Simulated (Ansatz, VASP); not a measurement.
# One calculation of CdS, two programs

Contents of INCAR:

```
PREC     = Accurate       # precision mode
ENCUT    = 520            # plane-wave cutoff, eV
EDIFF    = 1E-6           # SCF threshold, eV
ISMEAR   = 0              # smearing method
SIGMA    = 0.1            # smearing width, eV
LREAL    = F              # projectors in reciprocal space
LASPH    = T              # aspherical terms in the spheres
NELM     = 100            # most SCF steps
ALGO     = Normal         # electronic algorithm
ISIF     = 2              # what is computed and relaxed
LWAVE    = F              # write WAVECAR
LCHARG   = F              # write CHGCAR
GGA      = PE             # functional
NBANDS   = 16             # bands
```

KPOINTS

```
Automatic mesh
0
Gamma
  2 2 2
```

The input POSCAR:

```
CdS
1.0
    0.0000000000      2.7532440000      2.7532440000
    2.7532440000      0.0000000000      2.7532440000
    2.7532440000      2.7532440000      0.0000000000
Cd S
1 1
Direct
    0.0000000000      0.0000000000      0.0000000000
    0.5000000000      0.5000000000      0.5000000000
```

Input for Ansatz:

```yaml
crystal:
  lattice:
    - [0.0, 2.753244, 2.753244]
    - [2.753244, 0.0, 2.753244]
    - [2.753244, 2.753244, 0.0]
  atoms:
    - { symbol: Cd, position: [0.0, 0.0, 0.0] }
    - { symbol: S, position: [0.5, 0.5, 0.5] }
basis:
  ecutwfc: 420
kpoints:
  mp_grid: { grid: [2, 2, 2] }
  band_path: { path: [[0, 0, 0], [0.5, 0, 0], [0.5, 0.5, 0.5]], npoints: 4 }
hamiltonian:
  xc: pbe
scf:
  occupations: { method: gaussian, width: 0.1 }
output:
  forces: true
  stress: true
  eigenvalues: true
```

Alike in both runs: task single point; functional PBE; k mesh 2 × 2 × 2; occupations gaussian, width 0.1 eV; no spin polarisation.

|  | VASP | Ansatz |
| --- | --- | --- |
| version | VASP 6.6.1 | Ansatz 0.2.0 |
| potentials or method | VASP PAW PBE potentials, release 64 (Cd, S), cutoff 520 eV | scalar-relativistic, plane waves, PAW |
| valence electrons in the cell | 18 | 26 |

|  | VASP | Ansatz | Ansatz less VASP |
| --- | --- | --- | --- |
| gap on the k mesh at the Fermi level (eV) | 0.08 | 0.08 | +0.003 |
| least direct gap on the mesh (eV) | 1.44 | 1.47 | +0.021 |
| pressure (GPa) | 6.6 | 6.3 | -0.30 |

VASP's potentials hold 18 valence electrons a cell and Ansatz's 26, so a difference there can come from the potentials and not from the codes.

The k mesh is coarse, so the values compare programs but aren't converged.
